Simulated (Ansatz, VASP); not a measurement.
## Li2S in VASP and in Ansatz

```
CELL_PARAMETERS angstrom
0.01784 2.85400 2.85400
2.87184 0.00000 2.87184
2.85400 2.85400 0.01784
ATOMIC_POSITIONS crystal
Li 0.25000 0.25000 0.25000
Li 0.75000 0.75000 0.75000
S 0.00000 0.00000 0.00000
```

Change from the starting cell: strain +0.0125 x Voigt [0, 0, 0, 0, 1, 0], atoms carried along.

Alike in both runs: task single point; functional PBE; k mesh 8 × 8 × 8; occupations gaussian, width 0.05 eV; no spin polarisation.

|  | VASP | Ansatz |
| --- | --- | --- |
| version | VASP 6.6.1 | Ansatz 0.2.0 |
| potentials or method | VASP PAW PBE potentials, release 64 (Li_sv, S), cutoff 750 eV | scalar-relativistic, plane waves, PAW |
| valence electrons in the cell | 12 | 12 |

|  | VASP | Ansatz | Ansatz less VASP |
| --- | --- | --- | --- |
| gap on the k mesh at the Fermi level (eV) | 3.38 | 3.38 | +0.001 |
| least direct gap on the mesh (eV) | 4.22 | 4.22 | -0.004 |
| pressure (GPa) | -0.2 | 0.0 | +0.13 |
| traceless stress, the component that is largest in VASP (GPa) | -0.44 | -0.44 | 0.000 |
| rms of the force components (eV/Å) | 0.006 | 0.006 | -0.0001 |

Atom by atom the forces differ by 0.000 eV/Å (rms over components). With one functional, cell and mesh, what is left measures potentials, basis and numerics.
